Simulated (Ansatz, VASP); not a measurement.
## Hf3F in VASP and in Ansatz

```
Hf F
1.0
     4.07632    0.00000    0.00000
     0.00000    4.07632    0.00000
     0.00000    0.00000    4.07632
Hf F
3 1
Cartesian
  0.0000 2.0382 2.0382
  2.0382 0.0000 2.0382
  2.0382 2.0382 0.0000
  0.0000 0.0000 0.0000
```

Alike in both runs: task relaxation of cell and atoms; functional PBE; k mesh 4 × 4 × 4; occupations gaussian, width 0.1 eV; no spin polarisation.

|  | VASP | Ansatz |
| --- | --- | --- |
| version | VASP 6.6.1 | Ansatz 0.2.0 |
| potentials or method | VASP PAW PBE potentials, release 64 (Hf_pv, F), cutoff 600 eV | scalar-relativistic, plane waves, PAW |
| valence electrons in the cell | 37 | 85 |

|  | VASP | Ansatz | Ansatz less VASP |
| --- | --- | --- | --- |
| gap on the k mesh at the Fermi level, each at its own relaxed structure (eV) | none | none | - |
| relaxed volume (Å³/atom) | 19.94 | 20.01 | +0.067 |
| relaxed cell length with the largest relative difference (Å) | 4.304 | 4.309 | +0.0048 |

A gap of «none» marks a metal or a gap that the smearing closes. VASP's potentials hold 37 valence electrons a cell and Ansatz's 85, so a difference there can come from the potentials and not from the codes.

The k mesh is coarse, so the values compare programs but aren't converged. Neither program's run includes spin-orbit coupling. Noted on VASP's run: the volume moved by over 15 % at a fixed basis, so the end points are rough.
